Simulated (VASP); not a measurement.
# Ir in VASP: further runs

Ir is run at these levels: PBEsol; tasks: single point.

Everything below comes from runs of VASP 6.6.1. Logs are shortened: lines on timing, memory, paths and dates and some standing lists are left out, and cuts for length are marked.

## 1. The cell of the first run

Symmetry: I4/mmm, No. 139, tetragonal system. Conventional cell: a = 2.814 Å, b = 2.814 Å, c = 4.037 Å, α = 90.00°, β = 90.00°, γ = 90.00°. Within 3.7 Å of Ir (site symmetry 4/mmm) lie 12 Ir at 2.81 to 2.83 Å.

## 2. Single point, PBEsol (strained)

The input, INCAR:

```
PREC     = Accurate       # precision mode
ENCUT    = 520            # plane-wave cutoff, eV
EDIFF    = 1E-6           # SCF threshold, eV
ISMEAR   = 0              # smearing method
SIGMA    = 0.1            # smearing width, eV
LREAL    = False          # projectors in reciprocal space
LASPH    = True           # aspherical terms in the spheres
NELM     = 80             # most SCF steps
ALGO     = Normal         # electronic algorithm
ISIF     = 2              # what is computed and relaxed
LWAVE    = False          # write WAVECAR
LCHARG   = False          # write CHGCAR
GGA      = PS             # functional
NBANDS   = 10             # bands
```

The input, KPOINTS:

```
regular mesh
0
Gamma
  16 16 16
```

The input, POSCAR:

```
Ir
1.0
    0.0000000000      1.9895194890      2.0183149890
    1.9895194890      0.0000000000      2.0183149890
    1.9895194890      1.9895194890      0.0000000000
Ir
1
Direct
    0.0000000000      0.0000000000      0.0000000000
```

Potentials or basis: VASP PAW PBE potentials, release 64 (Ir).

The run is started by

```sh
$ cat potpaw_PBE.64/Ir/POTCAR > POTCAR
$ mpirun -np 1 vasp_std > vasp.out
```

OUTCAR:

```text
PREC = Accurate
   ENCUT = 520
   EDIFF = 1E-6
   ISMEAR = 0
   LREAL = False
   LASPH = True
   NELM = 80
   ISIF = 2
   GGA = PS

 ion  position               nearest neighbor table
   1  0.000  0.000  0.000-

  LATTYP: Found a body centered tetragonal cell.
 ALAT       =     2.8136054439
 C/A-ratio  =     1.4346823172

  Lattice vectors:

 A1 = (  -1.9895194890,   0.0000000000,   2.0183149890)
 A2 = (   1.9895194890,   0.0000000000,   2.0183149890)
 A3 = (   0.0000000000,   1.9895194890,  -2.0183149890)

Analysis of symmetry for initial positions (statically):
=====================================================================
 Subroutine PRICEL returns:
 Original cell was already a primitive cell.

 Routine SETGRP: Setting up the symmetry group for a
 body centered tetragonal supercell.

 Subroutine GETGRP returns: Found 16 space group operations
 (whereof 16 operations were pure point group operations)
 out of a pool of 16 trial point group operations.

The static configuration has the point symmetry D_4h.

Analysis of symmetry for dynamics (positions and initial velocities):
=====================================================================
 Subroutine PRICEL returns:
 Original cell was already a primitive cell.

 Routine SETGRP: Setting up the symmetry group for a
 body centered tetragonal supercell.

 Subroutine GETGRP returns: Found 16 space group operations
 (whereof 16 operations were pure point group operations)
 out of a pool of 16 trial point group operations.

The dynamic configuration has the point symmetry D_4h.

 Subroutine INISYM returns: Found 16 space group operations
 (whereof 16 operations are pure point group operations),
 and found     1 'primitive' translations

----------------------------------------------------------------------------------------

                                     Primitive cell

  volume of cell :      15.9777

  direct lattice vectors                    reciprocal lattice vectors
     0.000000000  1.989519489  2.018314989    -0.251316965  0.251316965  0.247731401
     1.989519489  0.000000000  2.018314989     0.251316965 -0.251316965  0.247731401
     1.989519489  1.989519489  0.000000000     0.251316965  0.251316965 -0.247731401

  length of vectors
     2.834040083  2.834040083  2.813605444     0.433233518  0.433233518  0.433233518

  position of ions in fractional coordinates (direct lattice)
     0.000000000  0.000000000  0.000000000

  ion indices of the primitive-cell ions
   primitive index   ion index
                 1           1

----------------------------------------------------------------------------------------

 KPOINTS: regular mesh

Automatic generation of k-mesh.
 Grid dimensions read from file:
 generate k-points for:   16   16   16

 Generating k-lattice:

  Cartesian coordinates                     Fractional coordinates (reciprocal lattice)
    -0.015707310  0.015707310  0.015483213     0.062500000  0.000000000  0.000000000
     0.015707310 -0.015707310  0.015483213     0.000000000  0.062500000  0.000000000
     0.015707310  0.015707310 -0.015483213     0.000000000  0.000000000  0.062500000

  Length of vectors
     0.027077095  0.027077095  0.027077095

  Shift w.r.t. Gamma in fractional coordinates (k-lattice)
     0.000000000  0.000000000  0.000000000

 Subroutine IBZKPT returns following result:
 ===========================================

 Found    349 irreducible k-points:

 Following reciprocal coordinates:
            Coordinates               Weight
  0.000000  0.000000  0.000000      1.000000
  0.062500  0.000000  0.000000      8.000000
  0.125000  0.000000  0.000000      8.000000
  0.187500  0.000000  0.000000      8.000000
  0.250000  0.000000  0.000000      8.000000
  0.312500  0.000000  0.000000      8.000000
[... 16 lines left out ...]
 -0.125000  0.062500  0.000000      8.000000
 -0.062500  0.062500  0.000000      4.000000
 [... further k-points ...]
   k-points           NKPTS =    349   k-points in BZ     NKDIM =    349   number of bands    NBANDS=     10
   number of dos      NEDOS =    301   number of ions     NIONS =      1
   total plane-waves  NPLWV =  13824
   dimension x,y,z NGX =    24 NGY =   24 NGZ =   24
   dimension x,y,z NGXF=    48 NGYF=   48 NGZF=   48
   ions per type =               1
   NGX,Y,Z   is equivalent  to a cutoff of  14.08, 14.08, 14.18 a.u.
   NGXF,Y,Z  is equivalent  to a cutoff of  28.16, 28.16, 28.36 a.u.
 SYSTEM =  unknown system
   PREC   = accura    normal or accurate (medium, high low for compatibility)
   ISTART =      0    job   : 0-new  1-cont  2-samecut
   ICHARG =      2    charge: 1-file 2-atom 10-const
   ISPIN  =      1    spin polarized calculation?
   LNONCOLLINEAR =      F non collinear calculations
   LSORBIT =      F    spin-orbit coupling
   LASPH  =      T    aspherical Exc in radial PAW
   ENCUT  =  520.0 eV  38.22 Ry    6.18 a.u.   5.27  5.27  5.23*2*pi/ulx,y,z
   NELM   =     80;   NELMIN=  2; NELMDL= -5     # of ELM steps
   EDIFF  = 0.1E-05   stopping-criterion for ELM
   LREAL  =      F    real-space projection
   EDIFFG = 0.1E-04   stopping-criterion for IOM
   NSW    =      0    number of steps for IOM
   IBRION =     -1    ionic relax: 0-MD 1-quasi-New 2-CG
   NFREE  =      0    steps in history (QN), initial steepest desc. (CG)
   ISIF   =      2    stress and relaxation
   ISYM   =      2    0-nonsym 1-usesym 2-fastsym
   POTIM  = 0.5000    time-step for ionic-motion
   TEBEG  =    0.0;   TEEND  =   0.0 temperature during run
   PSTRESS=    0.0 pullay stress
   NELECT =       9.0000    total number of electrons
   NUPDOWN=      -1.0000    fix difference up-down
   EMIN   =  10.00;   EMAX   =-10.00  energy-range for DOS
   EFERMI =   0.00;   METHOD = LEGACY
   ISMEAR =     0;   SIGMA  =   0.10  broadening in eV -4-tet -1-fermi 0-gaus
   EFERMI_NEDOS =   21; number of points for ismear=-14 and -15
   IALGO  =     38    algorithm
   IMIX   =      4    mixing-type and parameters
     AMIX     =   0.40;   BMIX     =  1.00
     AMIX_MAG =   1.60;   BMIX_MAG =  1.00
  volume/ion in A,a.u.               =      15.98       107.82
  Fermi-wavevector in a.u.,A,eV,Ry     =   1.352022  2.554952 24.870968  1.827965
  Thomas-Fermi vector in A             =   2.479396
   LORBIT       =      0    0 simple, 1 ext, 2 COOP (PROOUT), +10 PAW based schemes
   GGA     = PS    functional components
   LHFCALC =     F    Hartree Fock is set to
   AEXX    =    0.0000 exact exchange contribution
   IVDW    =     0    specifies the selected vdW correction
   LEPSILON=     F    determine dielectric tensor
   LRPA    =     F    only Hartree local field effects (RPA)
 non-spin polarized calculation
 Gauss-broadening in eV      SIGMA  =   0.10
  energy-cutoff  :      520.00
  volume of cell :       15.98
 maximum number of plane-waves:       448
 NGX is ok and might be reduce to    24
   NGX = 11   NGY = 11   NGZ = 11

 number of electron       9.0000000 magnetization

 Free energy of the ion-electron system (eV)
  ---------------------------------------------------
  ext. energy  EPLUGINS =         0.00000000
  ---------------------------------------------------
  free energy    TOTEN  =        -9.57571223 eV

  energy without entropy =       -9.56819501  energy(sigma->0) =       -9.57195362

 E-fermi :   8.2419     XC(G=0): -13.3951

 val. band max:        8.2373080705   @ k =  -0.3750   0.1250   0.0000
 cond. band min:       8.2441196431   @ k =  -0.3750   0.0000   0.1875
 fundamental gap:      0.0068115725
 Fermi energy:         8.2419103653

 k-point     1 :       0.0000    0.0000    0.0000
  band No.  band energies     occupation
      1      -1.6688      2.00000
      2       4.9116      2.00000
      3       5.0734      2.00000
      4       5.0734      2.00000
      5       7.1493      2.00000
      6       7.3583      2.00000
      7      22.7451      0.00000
      8      27.3630      0.00000
      9      27.7302      0.00000
     10      27.7302      0.00000

 k-point     2 :       0.0625    0.0000    0.0000
  band No.  band energies     occupation
      1      -1.5155      2.00000
      2       4.9031      2.00000
      3       5.0704      2.00000
      4       5.1370      2.00000
      5       7.1157      2.00000
      6       7.3174      2.00000
      7      22.9909      0.00000
      8      26.7144      0.00000
      9      27.7344      0.00000
     10      27.9655      0.00000

 k-point     3 :       0.1250    0.0000    0.0000
  band No.  band energies     occupation
      1      -1.0730      2.00000
      2       4.7504      2.00000
      3       5.1939      2.00000
      4       5.2982      2.00000
      5       7.0573      2.00000
      6       7.2342      2.00000
      7      23.6391      0.00000
      8      25.0690      0.00000
      9      28.3851      0.00000
     10      28.6373      0.00000

 k-point     4 :       0.1875    0.0000    0.0000
  band No.  band energies     occupation
      1      -0.4035      2.00000
      2       4.5705      2.00000
      3       5.3283      2.00000
      4       5.4568      2.00000
      5       7.1028      2.00000
      6       7.2300      2.00000
      7      23.2567      0.00000
      8      24.3585      0.00000
      9      29.3792      0.00000
     10      29.6275      0.00000

 k-point     5 :       0.2500    0.0000    0.0000
  band No.  band energies     occupation
      1       0.3512      2.00000
      2       4.5721      2.00000
      3       5.3232      2.00000
      4       5.4782      2.00000
      5       7.3898      2.00000
      6       7.4521      2.00000
      7      21.3310      0.00000
      8      24.4559      0.00000
      9      30.3132      0.00000
     10      30.5039      0.00000

 k-point     6 :       0.3125    0.0000    0.0000
  band No.  band energies     occupation
      1       0.9505      2.00000
      2       5.0088      2.00000
      3       5.1915      2.00000
      4       5.3588      2.00000
      5       7.8843      2.00000
      6       7.8895      2.00000
      7      19.2263      0.00000
      8      23.7464      0.00000
      9      29.6420      0.00000
     10      29.8035      0.00000
[... 183 lines left out ...]
 k-point    21 :      -0.2500    0.0625    0.0000
  band No.  band energies     occupation
      1       0.7202      2.00000
      2       4.5118      2.00000
      3       5.2817      2.00000
      4       5.5403      2.00000
      5       7.2138      2.00000
      6       8.0050      1.99919
      7      20.6957      0.00000
      8      24.3966      0.00000
      9      28.4560      0.00000
     10      30.3207      0.00000

 k-point    22 :      -0.1875    0.0625    0.0000
  band No.  band energies     occupation
      1      -0.0155      2.00000
      2       4.4391      2.00000
      3       5.3634      2.00000
      4       5.5740      2.00000
      5       6.9264      2.00000
      6       7.5360      2.00000
      7      22.6739      0.00000
      8      24.6450      0.00000
      9      28.3343      0.00000
     10      30.7178      0.00000

 k-point    23 :      -0.1250    0.0625    0.0000
  band No.  band energies     occupation
      1      -0.7345      2.00000
      2       4.6175      2.00000
      3       5.2898      2.00000
      4       5.4151      2.00000
      5       6.9615      2.00000
      6       7.2830      2.00000
      7      24.0798      0.00000
      8      24.4524      0.00000
      9      27.7316      0.00000
     10      29.7049      0.00000

 k-point    24 :      -0.0625    0.0625    0.0000
  band No.  band energies     occupation
      1      -1.2613      2.00000
      2       4.8483      2.00000
      3       5.1147      2.00000
      4       5.2257      2.00000
      5       7.1456      2.00000
      6       7.1887      2.00000
      7      23.3802      0.00000
      8      25.9619      0.00000
      9      27.4281      0.00000
     10      28.6343      0.00000

 [... further k-points ...]
[... 5 lines left out ...]
  --------------------------------------------------------------------------------------
  -------------------------------------------------------------------------------------
  Total       -3.3884702     -3.3884702     -3.7639471      0.0000000      0.0000000      0.0000000
  in kB     -339.7808601   -339.7808601   -377.4320358      0.0000000      0.0000000      0.0000000
  external PRESSURE =    -352.3312520 kB  Pullay stress =       0.0000000 kB

 VOLUME and BASIS-vectors are now :
 -----------------------------------------------------------------------------
  energy-cutoff  :      520.00
  volume of cell :       15.98
      direct lattice vectors                 reciprocal lattice vectors
     0.000000000  1.989519489  2.018314989    -0.251316965  0.251316965  0.247731401
     1.989519489  0.000000000  2.018314989     0.251316965 -0.251316965  0.247731401
     1.989519489  1.989519489  0.000000000     0.251316965  0.251316965 -0.247731401

 POSITION                                       TOTAL-FORCE (eV/Angst)
 -----------------------------------------------------------------------------------
      0.00000      0.00000      0.00000         0.000000      0.000000      0.000000
 -----------------------------------------------------------------------------------
    total drift:                               -0.000000      0.000000      0.000000

  FREE ENERGIE OF THE ION-ELECTRON SYSTEM (eV)
  ---------------------------------------------------
  free  energy   TOTEN  =        -9.5757122315 eV

  energy  without entropy=       -9.5681950125  energy(sigma->0) =       -9.57195362
```

Run time: 24 s. Hardware: 1 thread of Intel Xeon 6975P-C, shared host; peak memory 0.19 GiB.

What came out:

* Free energy: -9.5757 eV
* Pressure: -35.2 GPa

Caveat: the cell differs from its parent crystal (strained); the PAW data sets were made with another functional, which shifts forces and pressure a little; spin-orbit coupling is left out, which moves the levels of the heavy elements.

(Continued in part 2 of 3.)
